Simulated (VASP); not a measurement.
Crystal: SnP2.

```xyz
6
Lattice="-2.3118 3.6979 3.9190 2.3118 -3.6979 3.9190 2.3118 3.6979 -3.9190" Properties=species:S:1:pos:R:3 pbc="T T T"
Sn    0.0000    1.8489    4.2795
Sn    2.3118    1.8489   -0.3605
P     0.0000    0.3846    1.2697
P     0.0000    3.3133    1.2697
P     2.3118    3.3133    2.6492
P     2.3118    0.3846    2.6492
```

```yaml
Program: VASP 6.6.1
Task: relaxation of cell and atoms
Functional: PBE
Potentials_or_basis: VASP PAW PBE potentials, release 64 (Sn_d, P)
Cutoff: 600 eV
k_mesh: 4 × 4 × 4
Occupations: gaussian, width 0.1 eV
Spin: no spin polarisation
```

At the start: pressure -6.8 GPa; volume 22.33 Å³/atom.

**Question.** Where does the relaxation end?

**Answer.** Over 54 steps the energy falls by 262.8 meV/atom and the volume is 20.09 Å³/atom (-10.1 %); space group Imma (No. 74, to 0.05 Å).

Step by step:
| step | energy change (eV) | largest force (eV/Å) | pressure (GPa) | volume (Å³) |
| --- | --- | --- | --- | --- |
| 1 | 0.0000 | 0.0320 | -6.81 | 134.01 |
| 3 | -0.5363 | 0.3478 | 0.44 | 114.42 |
| 5 | -0.6622 | 0.1720 | 2.07 | 111.61 |
| 7 | -0.7260 | 0.2562 | -0.46 | 115.44 |
| 9 | -0.7879 | 0.2224 | -1.12 | 117.59 |
| 11 | -0.9140 | 0.3850 | 0.39 | 122.89 |
| 13 | -0.9374 | 0.0911 | -0.47 | 121.59 |
| 15 | -0.9678 | 0.1237 | 0.70 | 119.26 |
| 17 | -0.9778 | 0.1355 | -0.13 | 120.72 |
| 19 | -1.0433 | 0.0821 | -0.90 | 123.03 |
| 21 | -1.0784 | 0.4358 | 4.02 | 128.82 |
| 23 | -1.2836 | 0.4175 | 0.92 | 127.35 |
| 25 | -1.2890 | 0.3988 | 1.24 | 127.57 |
| 27 | -1.2926 | 0.3321 | 1.48 | 127.99 |
| 29 | -1.3070 | 0.2613 | 1.35 | 128.90 |
| 31 | -1.3615 | 0.2333 | 0.31 | 130.33 |
| 33 | -1.3920 | 0.1408 | -0.89 | 131.81 |
| 35 | -1.4131 | 0.3904 | 0.41 | 128.11 |
| 37 | -1.4363 | 0.3546 | 0.46 | 126.72 |
| 39 | -1.4388 | 0.2911 | 1.81 | 120.11 |
| 41 | -1.4827 | 0.1778 | 0.13 | 123.75 |
| 43 | -1.4905 | 0.1255 | -0.20 | 123.93 |
| 45 | -1.5032 | 0.1753 | 0.09 | 122.73 |
| 47 | -1.5524 | 0.1098 | 0.18 | 121.37 |
| 49 | -1.5603 | 0.1567 | 0.32 | 120.72 |
| 51 | -1.5699 | 0.1710 | -0.49 | 121.54 |
| 53 | -1.5746 | 0.0693 | -0.29 | 121.05 |
| 54 | -1.5769 | 0.0334 | 0.12 | 120.54 |

Final structure:
```
CELL_PARAMETERS angstrom
-2.28105 4.79378 2.75580
2.28105 -4.79378 2.75580
2.28105 4.79378 -2.75580
ATOMIC_POSITIONS crystal
Sn 0.81970 0.56970 0.25000
Sn 0.18030 0.43030 0.75000
P 0.24252 0.19275 0.04977
P 0.64298 0.19275 0.45023
P 0.75748 0.80725 0.95023
P 0.35702 0.80725 0.54977
```

Caveat: the k points lie up to 0.45 Å⁻¹ apart in the final cell.
